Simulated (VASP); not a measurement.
Crystal: Mg2Al.

```
CELL_PARAMETERS angstrom
3.07909 0.00000 0.00000
-1.53954 2.66657 0.00000
0.00000 0.00000 11.97639
ATOMIC_POSITIONS crystal
Mg 0.33333 0.66667 0.62750
Mg 0.66667 0.33333 0.12750
Mg 0.33333 0.66667 0.87250
Mg 0.66667 0.33333 0.37250
Al 0.33333 0.66667 0.25000
Al 0.66667 0.33333 0.75000
```

| Quantity | Value |
| --- | --- |
| Program | VASP 6.6.1 |
| Task | relaxation of cell and atoms |
| Functional | PBE |
| Potentials or basis | VASP PAW PBE potentials, release 64 (Mg, Al) |
| Cutoff | 600 eV |
| k mesh | 6 × 6 × 2 |
| Occupations | gaussian, width 0.1 eV |
| Spin | no spin polarisation |

At the start: pressure 43.0 GPa; volume 16.39 Å³/atom.

How do energy, volume and symmetry change on relaxing?

Over 21 steps the energy falls by 1418.1 meV/atom and the volume is 20.51 Å³/atom (+25.1 %); space group P6_3/mmc (No. 194, to 0.05 Å).

Step by step:
| step | energy change (eV) | largest force (eV/Å) | pressure (GPa) | volume (Å³) |
| --- | --- | --- | --- | --- |
| 1 | 0.0000 | 5.8998 | 42.97 | 98.33 |
| 2 | -6.6764 | 0.3570 | -5.96 | 174.91 |
| 3 | -7.0844 | 0.9961 | -2.27 | 150.16 |
| 4 | -7.6720 | 0.8432 | -2.51 | 144.61 |
| 5 | -8.3901 | 0.2623 | -0.59 | 127.02 |
| 6 | -8.3932 | 0.2356 | -0.33 | 126.28 |
| 7 | -8.3981 | 0.1913 | 0.20 | 124.79 |
| 8 | -8.4135 | 0.1416 | -0.17 | 125.34 |
| 9 | -8.4496 | 0.0115 | -1.06 | 126.80 |
| 10 | -8.4032 | 0.4012 | -2.25 | 129.65 |
| 11 | -8.4616 | 0.0800 | -1.47 | 127.57 |
| 12 | -8.4671 | 0.0958 | -1.46 | 127.45 |
| 13 | -8.4784 | 0.1455 | -1.40 | 127.06 |
| 14 | -8.4736 | 0.2567 | -1.20 | 126.26 |
| 15 | -8.4812 | 0.1827 | -1.33 | 126.77 |
| 16 | -8.4867 | 0.1690 | -1.17 | 126.29 |
| 17 | -8.4993 | 0.1268 | -0.67 | 124.86 |
| 18 | -8.5065 | 0.0364 | 0.44 | 122.02 |
| 19 | -8.5071 | 0.0566 | 0.19 | 122.62 |
| 20 | -8.5078 | 0.0471 | 0.16 | 122.72 |
| 21 | -8.5089 | 0.0191 | 0.05 | 123.05 |

Final structure:
```xyz
6
Lattice="3.0801 0.0000 0.0000 -1.5400 2.6674 0.0000 0.0000 0.0000 14.9772" Properties=species:S:1:pos:R:3 pbc="T T T"
Mg    0.0000    1.7783    8.8122
Mg    1.5400    0.8891    1.3236
Mg    0.0000    1.7783   13.6536
Mg    1.5400    0.8891    6.1650
Al    0.0000    1.7783    3.7443
Al    1.5400    0.8891   11.2329
```

Caveat: the k points lie up to 0.39 Å⁻¹ apart in the final cell; the volume moved by over 15 % at a fixed basis, so the end points are rough.
